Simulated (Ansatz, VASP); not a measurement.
## Two plane-wave programs on HfO2

```xyz
12
Lattice="5.2938 0.0000 0.0000 0.0000 5.0692 0.0000 0.0000 0.0000 5.1010" Properties=species:S:1:pos:R:3 pbc="T T T"
Hf    0.1727    1.3499    1.2242
Hf    2.4742    1.3499    3.7746
Hf    2.8196    3.7194    1.2242
Hf    5.1211    3.7194    3.7746
O     1.9343    0.3427    1.9544
O     0.7126    0.3427    4.5049
O     3.8602    2.3461    2.4988
O     4.0806    2.3461    5.0492
O     1.4336    2.7231    5.0492
O     1.2133    2.7231    2.4988
O     4.5812    4.7266    1.9544
O     3.3595    4.7266    4.5049
```

Alike in both runs: task relaxation of cell and atoms; functional PBEsol; k mesh 4 × 6 × 6; occupations gaussian, width 0.02 eV; no spin polarisation.

|  | VASP | Ansatz |
| --- | --- | --- |
| version | VASP 6.6.1 | Ansatz 0.2.0 |
| potentials or method | VASP PAW PBE potentials, release 64 (Hf_pv, O), cutoff 600 eV | scalar-relativistic, plane waves, PAW |
| valence electrons in the cell | 88 | 152 |

```tsv
	VASP	Ansatz	Ansatz less VASP
gap on the k mesh at the Fermi level, each at its own relaxed structure (eV)	4.33	4.34	+0.008
relaxed volume (Å³/atom)	10.87	11.02	+0.149
relaxed cell length with the largest relative difference (Å)	5.203	5.228	+0.0254
```

VASP's potentials were made for PBE, not for PBEsol. VASP's potentials hold 88 valence electrons a cell and Ansatz's 152, so a difference there can come from the potentials and not from the codes.

Neither program's run includes spin-orbit coupling.
